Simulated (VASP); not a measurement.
# AgB (P1) in VASP: a series of runs, part 2 of 2

VASP 6.6.1. The steps go on from the part before.

**4. Single point, LDA+U**

File INCAR:

```
PREC = Accurate ; ENCUT = 520
EDIFF = 1E-6 ; ISMEAR = 1
SIGMA = 0.1 ; LREAL = False
LASPH = True ; NELM = 150
ALGO = Normal ; ISIF = 2
LWAVE = False ; LCHARG = True
LMAXMIX = 4 ; LDAU = True
LDAUTYPE = 2 ; LDAUL = 2 -1
LDAUU = 5 0 ; LDAUJ = 0 0
LDAUPRINT = 1 ; GGA = CA
LELF = True ; LVHAR = True
NBANDS = 14
```

File KPOINTS:

```
Automatic mesh
0
Gamma
  12 12 12
```

File POSCAR:

```
AgB
1.0
    3.0059776000      0.0000000000      0.0000000000
    0.0000000000      3.0059776000      0.0000000000
    0.0000000000      0.0000000000      3.0059776000
Ag B
1 1
Direct
    0.0119100000      0.0015550000      0.0052100000
    0.4895470000      0.5133320000      0.4856800000
```

Potentials or basis: VASP PAW LDA potentials, release 64 (Ag, B).

Command:

```console
$ cat potpaw_LDA.64/Ag/POTCAR potpaw_LDA.64/B/POTCAR > POTCAR
$ mpirun -np 1 vasp_std > vasp.out
```

OUTCAR:

```text
PREC = Accurate
   ENCUT = 520
   EDIFF = 1E-6
   ISMEAR = 1
   LREAL = False
   LASPH = True
   NELM = 150
   ISIF = 2
   GGA = CA

 ion  position               nearest neighbor table
   1  0.012  0.002  0.005-   2 2.51   2 2.55   2 2.58   2 2.59   2 2.62   2 2.63   2 2.66   2 2.70

   2  0.490  0.513  0.486-   1 2.51   1 2.55   1 2.58   1 2.59   1 2.62   1 2.63   1 2.66   1 2.70

  LATTYP: Found a simple cubic cell.
 ALAT       =     3.0059776000

  Lattice vectors:

 A1 = (   3.0059776000,   0.0000000000,   0.0000000000)
 A2 = (   0.0000000000,   3.0059776000,   0.0000000000)
 A3 = (   0.0000000000,   0.0000000000,   3.0059776000)

Analysis of symmetry for initial positions (statically):
=====================================================================
 Subroutine PRICEL returns:
 Original cell was already a primitive cell.

 Routine SETGRP: Setting up the symmetry group for a
 simple cubic supercell.

 Subroutine GETGRP returns: Found  1 space group operations
 (whereof  1 operations were pure point group operations)
 out of a pool of 48 trial point group operations.

The static configuration has the point symmetry C_1 .

Analysis of symmetry for dynamics (positions and initial velocities):
=====================================================================
 Subroutine PRICEL returns:
 Original cell was already a primitive cell.

 Routine SETGRP: Setting up the symmetry group for a
 simple cubic supercell.

 Subroutine GETGRP returns: Found  1 space group operations
 (whereof  1 operations were pure point group operations)
 out of a pool of 48 trial point group operations.

The dynamic configuration has the point symmetry C_1 .

 Subroutine INISYM returns: Found  1 space group operations
 (whereof  1 operations are pure point group operations),
 and found     1 'primitive' translations

----------------------------------------------------------------------------------------

                                     Primitive cell

  volume of cell :      27.1617

  direct lattice vectors                    reciprocal lattice vectors
     3.005977600  0.000000000  0.000000000     0.332670476  0.000000000  0.000000000
     0.000000000  3.005977600  0.000000000     0.000000000  0.332670476  0.000000000
     0.000000000  0.000000000  3.005977600     0.000000000  0.000000000  0.332670476

  length of vectors
     3.005977600  3.005977600  3.005977600     0.332670476  0.332670476  0.332670476

  position of ions in fractional coordinates (direct lattice)
     0.011910000  0.001555000  0.005210000
     0.489547000  0.513332000  0.485680000

  ion indices of the primitive-cell ions
   primitive index   ion index
                 1           1
                 2           2

----------------------------------------------------------------------------------------

 KPOINTS: Automatic mesh

Automatic generation of k-mesh.
 Grid dimensions read from file:
 generate k-points for:   12   12   12

[... 92 lines left out ...]
   GGA     = CA    functional components
   LHFCALC =     F    Hartree Fock is set to
   AEXX    =    0.0000 exact exchange contribution
   IVDW    =     0    specifies the selected vdW correction
   LEPSILON=     F    determine dielectric tensor
   LRPA    =     F    only Hartree local field effects (RPA)
 non-spin polarized calculation
 Methfessel and Paxton  Order N= 1 SIGMA  =   0.10
  energy-cutoff  :      520.00
  volume of cell :       27.16
 maximum number of plane-waves:       748
   NGX = 11   NGY = 11   NGZ = 11

atom =   1  type =  1  l = 2

 onsite density matrix

spin component  1

  0.9274 -0.0005  0.0001  0.0003  0.0000
 -0.0005  0.9272 -0.0001  0.0003  0.0001
  0.0001 -0.0001  0.9524  0.0001  0.0000
  0.0003  0.0003  0.0001  0.9277  0.0002
  0.0000  0.0001  0.0000  0.0002  0.9524

spin component  2

  0.9274 -0.0005  0.0001  0.0003  0.0000
 -0.0005  0.9272 -0.0001  0.0003  0.0001
  0.0001 -0.0001  0.9524  0.0001  0.0000
  0.0003  0.0003  0.0001  0.9277  0.0002
  0.0000  0.0001  0.0000  0.0002  0.9524

 occupancies and eigenvectors

  o =  0.9266  v = -0.6095 -0.7092  0.0000  0.3544  0.0001  0.0000  0.0000  0.0000  0.0000  0.0000      0.0000  0.0000  0.0000  0.0000  0.0000  0.0000  0.0000  0.0000  0.0000  0.0000
  o =  0.9266  v =  0.0000  0.0000  0.0000  0.0000  0.0000 -0.6095 -0.7092  0.0000  0.3544  0.0001      0.0000  0.0000  0.0000  0.0000  0.0000  0.0000  0.0000  0.0000  0.0000  0.0000
  o =  0.9278  v = -0.7388  0.6702  0.0048  0.0705 -0.0030  0.0000  0.0000  0.0000  0.0000  0.0000      0.0000  0.0000  0.0000  0.0000  0.0000  0.0000  0.0000  0.0000  0.0000  0.0000
  o =  0.9278  v =  0.0000  0.0000  0.0000  0.0000  0.0000 -0.7388  0.6702  0.0048  0.0705 -0.0030      0.0000  0.0000  0.0000  0.0000  0.0000  0.0000  0.0000  0.0000  0.0000  0.0000
  o =  0.9279  v = -0.2875 -0.2189  0.0047 -0.9324  0.0074  0.0000  0.0000  0.0000  0.0000  0.0000      0.0000  0.0000  0.0000  0.0000  0.0000  0.0000  0.0000  0.0000  0.0000  0.0000
  o =  0.9279  v =  0.0000  0.0000  0.0000  0.0000  0.0000 -0.2875 -0.2189  0.0047 -0.9324  0.0074      0.0000  0.0000  0.0000  0.0000  0.0000  0.0000  0.0000  0.0000  0.0000  0.0000
  o =  0.9523  v = -0.0038  0.0040 -0.7734  0.0013  0.6338  0.0000  0.0000  0.0000  0.0000  0.0000      0.0000  0.0000  0.0000  0.0000  0.0000  0.0000  0.0000  0.0000  0.0000  0.0000
  o =  0.9523  v =  0.0000  0.0000  0.0000  0.0000  0.0000 -0.0038  0.0040 -0.7734  0.0013  0.6338      0.0000  0.0000  0.0000  0.0000  0.0000  0.0000  0.0000  0.0000  0.0000  0.0000
  o =  0.9524  v =  0.0000  0.0000  0.0000  0.0000  0.0000  0.0031  0.0015  0.6338  0.0080  0.7734      0.0000  0.0000  0.0000  0.0000  0.0000  0.0000  0.0000  0.0000  0.0000  0.0000
  o =  0.9524  v =  0.0031  0.0015  0.6338  0.0080  0.7734  0.0000  0.0000  0.0000  0.0000  0.0000      0.0000  0.0000  0.0000  0.0000  0.0000  0.0000  0.0000  0.0000  0.0000  0.0000

 number of electron      14.0000000 magnetization

 Free energy of the ion-electron system (eV)
  ---------------------------------------------------
  ext. energy  EPLUGINS =         0.00000000
  ---------------------------------------------------
  free energy    TOTEN  =        -6.51648987 eV

  energy without entropy =       -6.51606594  energy(sigma->0) =       -6.51634856

 E-fermi :   6.7387     XC(G=0): -11.9374

 val. band max:        6.7355299344   @ k =   0.1667   0.3333   0.3333
 cond. band min:       6.7400443104   @ k =  -0.3333   0.3333   0.1667
 fundamental gap:      0.0045143760
 Fermi energy:         6.7386714192

 k-point     1 :       0.0000    0.0000    0.0000
  band No.  band energies     occupation
      1      -3.5814      2.00000
      2      -0.5574      2.00000
      3      -0.5573      2.00000
      4       1.3043      2.00000
      5       1.3117      2.00000
      6       1.3145      2.00000
      7       8.8302      0.00000
      8       8.8405      0.00000
      9       8.8501      0.00000
     10      14.0951      0.00000
     11      18.1202      0.00000
     12      18.1484      0.00000
     13      24.8357      0.00000
     14      24.8534      0.00000
[... 377 lines left out ...]
      1      -3.3641      2.00000
      2      -0.5080      2.00000
      3      -0.4650      2.00000
      4       1.1810      2.00000
      5       1.2300      2.00000
      6       1.2749      2.00000
      7       8.4298     -0.00000
      8       8.5205     -0.00000
      9       9.0927      0.00000
     10      14.5561      0.00000
     11      18.2890      0.00000
     12      18.5462      0.00000
     13      23.6189      0.00000
     14      24.1046      0.00000

 [... further k-points ...]

------------------------ aborting loop because EDIFF is reached ----------------------------------------

  FORCE on cell =-STRESS in cart. coord.  units (eV):
  Direction    XX          YY          ZZ          XY          YZ          ZX
  --------------------------------------------------------------------------------------
  -------------------------------------------------------------------------------------
  Total       -3.1628005     -3.1612661     -3.1623042     -0.0163429     -0.0144158      0.0266657
  in kB     -186.5628454   -186.4723358   -186.5335745     -0.9640128     -0.8503418      1.5729216
  external PRESSURE =    -186.5229186 kB  Pullay stress =       0.0000000 kB

 VOLUME and BASIS-vectors are now :
 -----------------------------------------------------------------------------
  energy-cutoff  :      520.00
  volume of cell :       27.16
      direct lattice vectors                 reciprocal lattice vectors
     3.005977600  0.000000000  0.000000000     0.332670476  0.000000000  0.000000000
     0.000000000  3.005977600  0.000000000     0.000000000  0.332670476  0.000000000
     0.000000000  0.000000000  3.005977600     0.000000000  0.000000000  0.332670476

 POSITION                                       TOTAL-FORCE (eV/Angst)
 -----------------------------------------------------------------------------------
      0.03580      0.00467      0.01566         0.014022     -0.006979      0.012084
      1.47157      1.54306      1.45994        -0.014022      0.006979     -0.012084
 -----------------------------------------------------------------------------------
    total drift:                                0.000199     -0.000081      0.000299

  FREE ENERGIE OF THE ION-ELECTRON SYSTEM (eV)
  ---------------------------------------------------
  free  energy   TOTEN  =        -6.5164898749 eV

  energy  without entropy=       -6.5160659371  energy(sigma->0) =       -6.51634856
```

stdout:

```text
POSCAR found type information on POSCAR AgB
 POSCAR found :  2 types and       2 ions
 scaLAPACK will be used
 LDA part: xc-table for (Slater(with rela. corr.)+CA(PZ))
 , standard interpolation
 POSCAR, INCAR and KPOINTS ok, starting setup
 FFT: planning ... GRIDC
 FFT: planning ... GRID_SOFT
 FFT: planning ... GRID
 WAVECAR not read
 entering main loop
```

Run time: 4.1 min. Hardware: 1 thread of Intel Xeon 8259CL, shared host; peak memory 0.42 GiB.

Results:

| Item | Value |
| --- | --- |
| Free energy | -6.5165 eV |
| Pressure | -18.7 GPa |
| Largest force | 0.020 eV/Å |
| Band gap on the k mesh | zero (bands 7 and 8 overlap by 3.51 eV) |

Forces in eV/Å, atoms in the order of the input:
```
Ag   0.014 -0.007  0.012
B   -0.014  0.007 -0.012
```

Eigenvalues of the final occupation matrices:
```csv
site,spin,trace,eigenvalues
site 1 d,1,4.69,0.93 0.93 0.93 0.95 0.95
site 1 d,2,4.69,0.93 0.93 0.93 0.95 0.95
```

Caveat: the cell stands under tension; U without spin polarisation on a metal has little footing; the U is typed as a test and isn't derived for this compound.

**5. Summary**

```tsv
k mesh	gap on the mesh (eV)	pressure (GPa)	largest force (eV/Å)
8 × 8 × 8	none	-17.7	-
10 × 10 × 10	none	-18.3	0.02
12 × 12 × 12	none	-18.7	0.02
```

Alike in all rows: task single point; level LDA+U; potentials or basis VASP PAW LDA potentials, release 64 (Ag, B); no spin polarisation; Ag d U = 5.0 eV; cell as given; cutoff (eV) 520; smearing methfessel-paxton 0.1 eV.

Caveats: the cell stands under tension; U without spin polarisation on a metal has little footing; the U is typed as a test and isn't derived for this compound.

Total energies depend on the potentials used, so only differences within one code and one set of settings carry meaning.
